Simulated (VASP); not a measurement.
# Ni (Fm-3m) in VASP: single point with LDA

Aim: the single point of Ni with LDA.

All numbers are computed with VASP 6.6.1; they aren't measurements. Logs are shortened: lines on timing, memory, paths and dates and some standing lists are left out, and cuts for length are marked.

## (1) The cell of the first run

The structure is cubic, space group Fm-3m (No. 225). The conventional cell has a = 3.351 Å, b = 3.351 Å, c = 3.351 Å, α = 90.00°, β = 90.00°, γ = 90.00°. Ni (site symmetry m-3m) has 12 Ni at 2.37 Å within 3.1 Å.

## (2) Single point, LDA, collinear spin, ferromagnetic start

INCAR

```
SYSTEM = Ni
  PREC = Accurate
  ENCUT = 600
  EDIFF = 1E-6
  ISMEAR = 1
  SIGMA = 0.025
  LREAL = .FALSE.
  LASPH = .TRUE.
  NELM = 200
  ALGO = Normal
  ISIF = 2
  LWAVE = .FALSE.
  LCHARG = .FALSE.
  ISPIN = 2
  MAGMOM = 0.375
  LORBIT = 11
  LMAXMIX = 4
  GGA = CA
  NBANDS = 15
  ISYM = 0
  GGA_COMPAT = .FALSE.
```

KPOINTS

```
Automatic mesh
0
Gamma
  16 16 16
  0.5 0.5 0.5
```

POSCAR

```
Ni
1.0
    0.0000000000      1.6755447568      1.6755447568
    1.6755447568      0.0000000000      1.6755447568
    1.6755447568      1.6755447568      0.0000000000
Ni
1
Direct
    0.0000000000      0.0000000000      0.0000000000
```

Potentials or basis: VASP PAW LDA potentials, release 64 (Ni).

Launch:

```console
> cat potpaw_LDA.64/Ni/POTCAR > POTCAR
> mpirun -np 1 vasp_std > vasp.out
```

OUTCAR:

```text
SYSTEM = Ni
   PREC = Accurate
   ENCUT = 600
   EDIFF = 1E-6
   ISMEAR = 1
   LREAL = .FALSE.
   LASPH = .TRUE.
   NELM = 200
   ISIF = 2
   ISPIN = 2
   LORBIT = 11
   GGA = CA
   ISYM = 0

 ion  position               nearest neighbor table
   1  0.000  0.000  0.000-

IMPORTANT INFORMATION: All symmetrisations will be switched off!
NOSYMM: (Re-)initialisation of all symmetry stuff for point group C_1.

----------------------------------------------------------------------------------------

                                     Primitive cell

  volume of cell :       9.4080

  direct lattice vectors                    reciprocal lattice vectors
     0.000000000  1.675544757  1.675544757    -0.298410411  0.298410411  0.298410411
     1.675544757  0.000000000  1.675544757     0.298410411 -0.298410411  0.298410411
     1.675544757  1.675544757  0.000000000     0.298410411  0.298410411 -0.298410411

  length of vectors
     2.369578119  2.369578119  2.369578119     0.516861994  0.516861994  0.516861994

  position of ions in fractional coordinates (direct lattice)
     0.000000000  0.000000000  0.000000000

  ion indices of the primitive-cell ions
   primitive index   ion index
                 1           1

----------------------------------------------------------------------------------------

 KPOINTS: Automatic mesh

Automatic generation of k-mesh.
 Grid dimensions read from file:
 generate k-points for:   16   16   16

 Generating k-lattice:

  Cartesian coordinates                     Fractional coordinates (reciprocal lattice)
    -0.018650651  0.018650651  0.018650651     0.062500000  0.000000000  0.000000000
     0.018650651 -0.018650651  0.018650651     0.000000000  0.062500000  0.000000000
     0.018650651  0.018650651 -0.018650651     0.000000000  0.000000000  0.062500000

  Length of vectors
     0.032303875  0.032303875  0.032303875

  Shift w.r.t. Gamma in fractional coordinates (k-lattice)
     0.500000000  0.500000000  0.500000000

 Subroutine IBZKPT returns following result:
 ===========================================

 Found   8192 irreducible k-points:

 Following reciprocal coordinates:
            Coordinates               Weight
  0.031250  0.031250  0.031250      2.000000
  0.031250  0.000000  0.000000      2.000000
  0.000000  0.000000 -0.031250      2.000000
  0.000000  0.031250  0.000000      2.000000
  0.093750  0.031250  0.031250      2.000000
  0.031250  0.093750  0.031250      2.000000
[... 16 lines left out ...]
  0.000000  0.125000 -0.031250      2.000000
  0.125000  0.000000 -0.031250      2.000000
 [... further k-points ...]
   k-points           NKPTS =   8192   k-points in BZ     NKDIM =   8192   number of bands    NBANDS=     15
   number of dos      NEDOS =    301   number of ions     NIONS =      1
   total plane-waves  NPLWV =   8000
   dimension x,y,z NGX =    20 NGY =   20 NGZ =   20
   dimension x,y,z NGXF=    40 NGYF=   40 NGZF=   40
   ions per type =               1
[... 53 lines left out ...]
  ---------------------------------------------------
  ext. energy  EPLUGINS =         0.00000000
  ---------------------------------------------------
  free energy    TOTEN  =        -6.54517182 eV

  energy without entropy =       -6.54520987  energy(sigma->0) =       -6.54518450

 E-fermi :  11.2779     XC(G=0): -14.4954

 val. band max:       11.2776682374   @ k =   0.4687  -0.0938  -0.1562
 cond. band min:      11.2780328766   @ k =  -0.4062   0.1875  -0.1875
 fundamental gap:      0.0003646392
 Fermi energy:        11.2778877381

 spin component 1

 k-point     1 :       0.0312    0.0312    0.0312
  band No.  band energies     occupation
      1       1.2759      1.00000
      2       8.5228      1.00000
      3       8.5469      1.00000
      4       8.5469      1.00000
      5       9.9592      1.00000
      6       9.9592      1.00000
      7      36.1754      0.00000
      8      40.4977      0.00000
      9      41.1056      0.00000
     10      41.1056      0.00000
     11      44.8941      0.00000
     12      44.8941      0.00000
     13      45.2040      0.00000
     14      47.8225      0.00000
[... 403 lines left out ...]
      4       8.7227      1.00000
      5       9.8387      1.00000
      6       9.9661      1.00000
      7      33.3820      0.00000
      8      37.1534      0.00000
      9      39.5799      0.00000
     10      41.1772      0.00000
     11      44.8251      0.00000
     12      45.6544      0.00000
     13      47.5679      0.00000
     14      50.4372      0.00000
     15      52.5540      0.00000

 [... further k-points ...]

 Fermi energy:        11.2778877381

 spin component 2

 k-point     1 :       0.0312    0.0312    0.0312
  band No.  band energies     occupation
      1       1.3195      1.00000
      2       9.0797      1.00000
      3       9.1051      1.00000
      4       9.1051      1.00000
      5      10.4622      1.00000
      6      10.4622      1.00000
      7      36.1757      0.00000
      8      40.5479      0.00000
      9      41.1499      0.00000
     10      41.1499      0.00000
     11      45.0497      0.00000
     12      45.0497      0.00000
     13      45.3410      0.00000
     14      47.8193      0.00000
[... 403 lines left out ...]
      4       9.2810      1.00000
      5      10.3381      1.00000
      6      10.4717      1.00000
      7      33.4947      0.00000
      8      37.1847      0.00000
      9      39.6594      0.00000
     10      41.2582      0.00000
     11      44.8851      0.00000
     12      45.7641      0.00000
     13      47.6323      0.00000
     14      50.6154      0.00000
     15      52.7606      0.00000

 [... further k-points ...]
[... 5 lines left out ...]
  --------------------------------------------------------------------------------------
  -------------------------------------------------------------------------------------
  Total        1.0766677      1.0766678      1.0766681     -0.0000003     -0.0000003     -0.0000003
  in kB      183.3555987    183.3556073    183.3556624     -0.0000568     -0.0000557     -0.0000431
  external PRESSURE =     183.3556228 kB  Pullay stress =       0.0000000 kB

 VOLUME and BASIS-vectors are now :
 -----------------------------------------------------------------------------
  energy-cutoff  :      600.00
  volume of cell :        9.41
      direct lattice vectors                 reciprocal lattice vectors
     0.000000000  1.675544757  1.675544757    -0.298410411  0.298410411  0.298410411
     1.675544757  0.000000000  1.675544757     0.298410411 -0.298410411  0.298410411
     1.675544757  1.675544757  0.000000000     0.298410411  0.298410411 -0.298410411

 POSITION                                       TOTAL-FORCE (eV/Angst)
 -----------------------------------------------------------------------------------
      0.00000      0.00000      0.00000         0.000000     -0.000000     -0.000000
 -----------------------------------------------------------------------------------
    total drift:                                0.000000     -0.000000     -0.000000

  FREE ENERGIE OF THE ION-ELECTRON SYSTEM (eV)
  ---------------------------------------------------
  free  energy   TOTEN  =        -6.5451718205 eV

  energy  without entropy=       -6.5452098703  energy(sigma->0) =       -6.54518450

 total charge

# of ion       s       p       d       tot
------------------------------------------
    1        0.566   0.639   8.413   9.618

 magnetization (x)

# of ion       s       p       d       tot
------------------------------------------
    1       -0.006  -0.019   0.560   0.535
```

Wall time 72 min (1 thread of Oxide Virtual Turin-like, shared host); peak memory 1.9 GiB.

Results:

```yaml
Free_energy: -6.5452 eV
Pressure: 18.3 GPa
Net_moment: 0.54 μB per cell
Site_moments: Ni +0.54 μB
Valence_electrons_inside_the_program's_atomic_spheres: Ni 9.62
```

Caveat: the cell stands under pressure.
